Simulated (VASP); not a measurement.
# Mg16C in VASP: relaxation of the atoms with LDA

Aim: the relaxation of the atoms of Mg16C with LDA.

Everything below comes from runs of VASP 6.6.1. Logs are shortened: lines on timing, memory, paths and dates and some standing lists are left out, and cuts for length are marked.

## Step 1: The cell of the first run

The cell holds a slab with vacuum, 17 atoms: a = 6.293 Å, b = 6.293 Å, c = 23.061 Å, α = 90.00°, β = 90.00°, γ = 120.00°.

## Step 2: Relaxation of the atoms, LDA

INCAR reads:

```
SYSTEM = Mg16C
PREC = Accurate ; ENCUT = 520
EDIFF = 1E-6 ; ISMEAR = 0
SIGMA = 0.1 ; LREAL = Auto
LASPH = .True. ; NELM = 80
ALGO = Normal ; ISIF = 2
LWAVE = .False. ; LCHARG = .False.
LDIPOL = .True. ; IDIPOL = 3
DIPOL = 0.5 0.5 0.349 ; GGA = CA
IBRION = 2 ; NSW = 36
EDIFFG = -0.025
```

KPOINTS reads:

```
Automatic mesh
0
Gamma
  6 6 1
  0 0 0
```

POSCAR reads:

```
Mg16C
1.0
    6.2932257366      0.0000000000      0.0000000000
   -3.1466128683      5.4500933597      0.0000000000
    0.0000000000      0.0000000000     23.0605952337
Mg C
16 1
Selective dynamics
Direct
    0.3333333333      0.1666666667      0.1734560604  F F F
    0.3333333333      0.6666666667      0.1734560604  F F F
    0.8333333333      0.1666666667      0.1734560604  F F F
    0.8333333333      0.6666666667      0.1734560604  F F F
    0.1666666667      0.3333333333      0.2827092823  F F F
    0.1666666667      0.8333333333      0.2827092823  F F F
    0.6666666667      0.3333333333      0.2827092823  F F F
    0.6666666667      0.8333333333      0.2827092823  F F F
    0.3333333333      0.1666666667      0.3902185413  F F F
    0.3333333333      0.6666666667      0.3902185413  F F F
    0.8333333333      0.1666666667      0.3902185413  F F F
    0.8333333333      0.6666666667      0.3902185413  F F F
    0.1666666667      0.3333333333      0.5013138263  F F F
    0.1666666667      0.8333333333      0.5013138263  F F F
    0.6666666667      0.3333333333      0.5013138263  F F F
    0.6666666667      0.8333333333      0.5013138263  F F F
    0.5000000000      0.5000000000      0.5412050047  F F T
```

Potentials or basis: VASP PAW LDA potentials, release 64 (Mg, C).

Command:

```bash
> cat potpaw_LDA.64/Mg/POTCAR potpaw_LDA.64/C/POTCAR > POTCAR
> mpirun -np 1 vasp_std > vasp.out
```

OUTCAR:

```text
SYSTEM = Mg16C
   PREC = Accurate
   ENCUT = 520
   EDIFF = 1E-6
   ISMEAR = 0
   LREAL = Auto
   LASPH = .True.
   NELM = 80
   ISIF = 2
   GGA = CA
   IBRION = 2
   NSW = 36
   EDIFFG = -0.025

 ion  position               nearest neighbor table
   1  0.333  0.167  0.173-   5 3.11   7 3.11   6 3.11   3 3.15   3 3.15   2 3.15   2 3.15   4 3.15
                             4 3.15
   2  0.333  0.667  0.173-   6 3.11   8 3.11   5 3.11   4 3.15   4 3.15   3 3.15   1 3.15   1 3.15
                             3 3.15
   3  0.833  0.167  0.173-   7 3.11   5 3.11   8 3.11   1 3.15   1 3.15   2 3.15   4 3.15   4 3.15
                             2 3.15
   4  0.833  0.667  0.173-   8 3.11   6 3.11   7 3.11   2 3.15   2 3.15   1 3.15   3 3.15   3 3.15
                             1 3.15
   5  0.167  0.333  0.283-   9 3.07  11 3.07  10 3.07   1 3.11   3 3.11   2 3.11   7 3.15   7 3.15
                             6 3.15   6 3.15   8 3.15   8 3.15
   6  0.167  0.833  0.283-  10 3.07  12 3.07   9 3.07   2 3.11   4 3.11   1 3.11   8 3.15   8 3.15
                             7 3.15   5 3.15   5 3.15   7 3.15
   7  0.667  0.333  0.283-  11 3.07   9 3.07  12 3.07   3 3.11   1 3.11   4 3.11   5 3.15   5 3.15
                             6 3.15   8 3.15   8 3.15   6 3.15
   8  0.667  0.833  0.283-  12 3.07  10 3.07  11 3.07   4 3.11   2 3.11   3 3.11   6 3.15   6 3.15
                             5 3.15   7 3.15   7 3.15   5 3.15
   9  0.333  0.167  0.390-   5 3.07   7 3.07   6 3.07  13 3.14  15 3.14  14 3.14  11 3.15  11 3.15
                            10 3.15  10 3.15  12 3.15  12 3.15
  10  0.333  0.667  0.390-   6 3.07   8 3.07   5 3.07  14 3.14  16 3.14  13 3.14  12 3.15  12 3.15
                            11 3.15   9 3.15   9 3.15  11 3.15
  11  0.833  0.167  0.390-   7 3.07   5 3.07   8 3.07  15 3.14  13 3.14  16 3.14   9 3.15   9 3.15
                            10 3.15  12 3.15  12 3.15  10 3.15
  12  0.833  0.667  0.390-   8 3.07   6 3.07   7 3.07  16 3.14  14 3.14  15 3.14  10 3.15  10 3.15
                             9 3.15  11 3.15  11 3.15   9 3.15
  13  0.167  0.333  0.501-  17 2.04   9 3.14  11 3.14  10 3.14  15 3.15  15 3.15  14 3.15  14 3.15
                            16 3.15  16 3.15
  14  0.167  0.833  0.501-  10 3.14  12 3.14   9 3.14  16 3.15  16 3.15  13 3.15  13 3.15  15 3.15
                            15 3.15
  15  0.667  0.333  0.501-  17 2.04  11 3.14   9 3.14  12 3.14  13 3.15  13 3.15  14 3.15  16 3.15
                            16 3.15  14 3.15
  16  0.667  0.833  0.501-  17 2.04  12 3.14  10 3.14  11 3.14  14 3.15  14 3.15  13 3.15  15 3.15
                            15 3.15  13 3.15
  17  0.500  0.500  0.541-  13 2.04  16 2.04  15 2.04

  LATTYP: Found a hexagonal cell.
 ALAT       =     6.2932257366
 C/A-ratio  =     3.6643521461

  Lattice vectors:

 A1 = (   6.2932257366,   0.0000000000,   0.0000000000)
 A2 = (  -3.1466128683,   5.4500933597,   0.0000000000)
 A3 = (   0.0000000000,   0.0000000000,  23.0605952337)

Analysis of symmetry for initial positions (statically):
=====================================================================
 Subroutine PRICEL returns:
 Original cell was already a primitive cell.

 Routine SETGRP: Setting up the symmetry group for a
 hexagonal supercell.

 Subroutine GETGRP returns: Found  6 space group operations
 (whereof  2 operations were pure point group operations)
 out of a pool of 24 trial point group operations.

The static configuration has the point symmetry C_1h.
 The point group associated with its full space group is C_3v.

Analysis of symmetry for dynamics (positions and initial velocities):
=====================================================================
 Subroutine PRICEL returns:
 Original cell was already a primitive cell.

 Routine SETGRP: Setting up the symmetry group for a
 hexagonal supercell.

 Subroutine GETGRP returns: Found  6 space group operations
 (whereof  2 operations were pure point group operations)
 out of a pool of 24 trial point group operations.

The dynamic configuration has the point symmetry C_1h.
 The point group associated with its full space group is C_3v.

Analysis of constrained symmetry for selective dynamics:
=====================================================================
 Subroutine PRICEL returns:
 Original cell was already a primitive cell.

 Routine SETGRP: Setting up the symmetry group for a
 hexagonal supercell.

 Subroutine GETGRP returns: Found  6 space group operations
 (whereof  2 operations were pure point group operations)
 out of a pool of 24 trial point group operations.

The constrained configuration has the point symmetry C_1h.
 The point group associated with its full space group is C_3v.

 Subroutine INISYM returns: Found  6 space group operations
 (whereof  2 operations are pure point group operations),
 and found     1 'primitive' translations

----------------------------------------------------------------------------------------

                                     Primitive cell

  volume of cell :     790.9477

[... 30 lines left out ...]
                 2           2
                 3           3
                 4           4
                 5           5
                 6           6
[... 9 lines left out ...]
                16          16
                17          17

----------------------------------------------------------------------------------------

 KPOINTS: Automatic mesh

Automatic generation of k-mesh.
 Grid dimensions read from file:
 generate k-points for:    6    6    1

 Generating k-lattice:

  Cartesian coordinates                     Fractional coordinates (reciprocal lattice)
     0.026483504  0.015290258  0.000000000     0.166666667  0.000000000  0.000000000
     0.000000000  0.030580516  0.000000000     0.000000000  0.166666667  0.000000000
     0.000000000  0.000000000  0.043364015     0.000000000  0.000000000  1.000000000

  Length of vectors
     0.030580516  0.030580516  0.043364015

  Shift w.r.t. Gamma in fractional coordinates (k-lattice)
     0.000000000  0.000000000  0.000000000

 Subroutine IBZKPT returns following result:
 ===========================================

 Found      7 irreducible k-points:

 Following reciprocal coordinates:
            Coordinates               Weight
  0.000000  0.000000  0.000000      1.000000
  0.166667  0.000000  0.000000      6.000000
  0.333333  0.000000  0.000000      6.000000
  0.500000 -0.000000  0.000000      3.000000
  0.166667  0.166667  0.000000      6.000000
  0.333333  0.166667  0.000000     12.000000
  0.333333  0.333333  0.000000      2.000000
   k-points           NKPTS =      7   k-points in BZ     NKDIM =      7   number of bands    NBANDS=     27
   number of dos      NEDOS =    301   number of ions     NIONS =     17
   total plane-waves  NPLWV = 414720
   dimension x,y,z NGX =    48 NGY =   48 NGZ =  180
   dimension x,y,z NGXF=    96 NGYF=   96 NGZF=  360
   ions per type =              16   1
   NGX,Y,Z   is equivalent  to a cutoff of  12.68, 12.68, 12.98 a.u.
   NGXF,Y,Z  is equivalent  to a cutoff of  25.36, 25.36, 25.95 a.u.
 SYSTEM =  Mg16C
   PREC   = accura    normal or accurate (medium, high low for compatibility)
   ISTART =      0    job   : 0-new  1-cont  2-samecut
   ICHARG =      2    charge: 1-file 2-atom 10-const
   ISPIN  =      1    spin polarized calculation?
   LNONCOLLINEAR =      F non collinear calculations
   LSORBIT =      F    spin-orbit coupling
   LASPH  =      T    aspherical Exc in radial PAW
   ENCUT  =  520.0 eV  38.22 Ry    6.18 a.u.  11.70 11.70 42.88*2*pi/ulx,y,z
   NELM   =     80;   NELMIN=  2; NELMDL= -5     # of ELM steps
   EDIFF  = 0.1E-05   stopping-criterion for ELM
   LREAL  =      T    real-space projection
   EDIFFG = -.3E-01   stopping-criterion for IOM
   NSW    =     36    number of steps for IOM
   IBRION =      2    ionic relax: 0-MD 1-quasi-New 2-CG
   NFREE  =      1    steps in history (QN), initial steepest desc. (CG)
   ISIF   =      2    stress and relaxation
   ISYM   =      2    0-nonsym 1-usesym 2-fastsym
   POTIM  = 0.5000    time-step for ionic-motion
   TEBEG  =    0.0;   TEEND  =   0.0 temperature during run
   PSTRESS=    0.0 pullay stress
   NELECT =      36.0000    total number of electrons
   NUPDOWN=      -1.0000    fix difference up-down
   EMIN   =  10.00;   EMAX   =-10.00  energy-range for DOS
   EFERMI =   0.00;   METHOD = LEGACY
   ISMEAR =     0;   SIGMA  =   0.10  broadening in eV -4-tet -1-fermi 0-gaus
   EFERMI_NEDOS =   21; number of points for ismear=-14 and -15
   IALGO  =     38    algorithm
   IMIX   =      4    mixing-type and parameters
     AMIX     =   0.40;   BMIX     =  1.00
     AMIX_MAG =   1.60;   BMIX_MAG =  1.00
  volume/ion in A,a.u.               =      46.53       313.98
  Fermi-wavevector in a.u.,A,eV,Ry     =   0.584512  1.104567  4.648481  0.341654
  Thomas-Fermi vector in A             =   1.630236
   LORBIT       =      0    0 simple, 1 ext, 2 COOP (PROOUT), +10 PAW based schemes
   GGA     = CA    functional components
   LHFCALC =     F    Hartree Fock is set to
   AEXX    =    0.0000 exact exchange contribution
   IVDW    =     0    specifies the selected vdW correction
   LEPSILON=     F    determine dielectric tensor
   LRPA    =     F    only Hartree local field effects (RPA)
 conjugate gradient relaxation of ions
 non-spin polarized calculation
 Gauss-broadening in eV      SIGMA  =   0.10
  energy-cutoff  :      520.00
  volume of cell :      790.95
 maximum number of plane-waves:     21343
 NGX is ok and might be reduce to    48
   NGX = 23   NGY = 23   NGZ = 85

 dipolmoment           0.000000      0.000000     -0.533096 electrons x Angstroem

--------------------------------------- Ionic step        1  -------------------------------------------

 number of electron      36.0000001 magnetization

 Free energy of the ion-electron system (eV)
  ---------------------------------------------------
  ext. energy  EPLUGINS =         0.00000000
  ---------------------------------------------------
  free energy    TOTEN  =       -32.49923403 eV

  energy without entropy =      -32.45774426  energy(sigma->0) =      -32.47848915

------------------------ aborting loop because EDIFF is reached ----------------------------------------

  FORCE on cell =-STRESS in cart. coord.  units (eV):
  Direction    XX          YY          ZZ          XY          YZ          ZX
  --------------------------------------------------------------------------------------
  -------------------------------------------------------------------------------------
  Total       -1.8231949     -1.8231949      0.3259797      0.0000000      0.0000000      0.0000000
  in kB       -3.6931412     -3.6931412      0.6603183      0.0000000      0.0000000      0.0000000
  external PRESSURE =      -2.2419880 kB  Pullay stress =       0.0000000 kB
[... 89 lines left out ...]
--------------------------------------- Ionic step        3  -------------------------------------------

 number of electron      36.0000001 magnetization

 dipolmoment           0.000000      0.000000      0.181068 electrons x Angstroem

 Free energy of the ion-electron system (eV)
  ---------------------------------------------------
  ext. energy  EPLUGINS =         0.00000000
  ---------------------------------------------------
  free energy    TOTEN  =       -32.50855947 eV

  energy without entropy =      -32.46682132  energy(sigma->0) =      -32.48769039

 E-fermi :  -1.1396     XC(G=0):  -4.7222

 val. band max:       -1.2040781255   @ k =   0.3333   0.3333   0.0000
 cond. band min:      -1.1339356575   @ k =   0.1667   0.1667   0.0000
 fundamental gap:      0.0701424680
 Fermi energy:        -1.1396492290

 k-point     1 :       0.0000    0.0000    0.0000
  band No.  band energies     occupation
      1     -10.1127      2.00000
      2      -7.8723      2.00000
      3      -6.8055      2.00000
      4      -5.3226      2.00000
      5      -3.5808      2.00000
      6      -3.3339      2.00000
[... 199 lines left out ...]
     26       1.3750      0.00000
     27       1.6086      0.00000

------------------------ aborting loop because EDIFF is reached ----------------------------------------

 vacuum level on the upper side and lower side of the slab       (xc-potential included)         0.462        -0.472

  FORCE on cell =-STRESS in cart. coord.  units (eV):
  Direction    XX          YY          ZZ          XY          YZ          ZX
  --------------------------------------------------------------------------------------
  -------------------------------------------------------------------------------------
  Total       -1.1587469     -1.1587469      0.5158021      0.0000000      0.0000000     -0.0000000
  in kB       -2.3472071     -2.3472071      1.0448306      0.0000000      0.0000000     -0.0000000
  external PRESSURE =      -1.2165279 kB  Pullay stress =       0.0000000 kB
[... 32 lines left out ...]
  FREE ENERGIE OF THE ION-ELECTRON SYSTEM (eV)
  ---------------------------------------------------
  free  energy   TOTEN  =       -32.5085594668 eV

  energy  without entropy=      -32.4668213181  energy(sigma->0) =      -32.48769039

 reached required accuracy - stopping structural energy minimisation

 vacuum level on the upper side and lower side of the slab         3.681         2.731
```

It took 20 min on 1 thread of Intel Xeon 8259CL, shared host; peak memory 0.63 GiB.

What came out:

| Property | Result |
| --- | --- |
| Free energy | -32.5086 eV |
| Energy gained by relaxing | 0.5 meV/atom |
| Ionic steps | 3 |
| Band gap on the k mesh | zero (bands 18 and 19 overlap by 0.73 eV) |

The path:
```csv
step,energy change (eV),largest force on free atoms (eV/Å),pressure (GPa)
1,0.0000,0.2986,-0.22
2,-0.0039,0.2447,-0.20
3,-0.0093,0.0220,-0.12
```

Final structure:
```xyz
17
Lattice="6.2932 0.0000 0.0000 -3.1466 5.4501 0.0000 0.0000 0.0000 23.0606" Properties=species:S:1:pos:R:3 pbc="T T T"
Mg    1.5733    0.9083    4.0000
Mg    0.0000    3.6334    4.0000
Mg    4.7199    0.9083    4.0000
Mg    3.1466    3.6334    4.0000
Mg    0.0000    1.8167    6.5194
Mg   -1.5733    4.5417    6.5194
Mg    3.1466    1.8167    6.5194
Mg    1.5733    4.5417    6.5194
Mg    1.5733    0.9083    8.9987
Mg    0.0000    3.6334    8.9987
Mg    4.7199    0.9083    8.9987
Mg    3.1466    3.6334    8.9987
Mg    0.0000    1.8167   11.5606
Mg   -1.5733    4.5417   11.5606
Mg    3.1466    1.8167   11.5606
Mg    1.5733    4.5417   11.5606
C     1.5733    2.7250   12.4229
```

The gap in the log of VASP goes by the Fermi energy; the results here count the filled bands.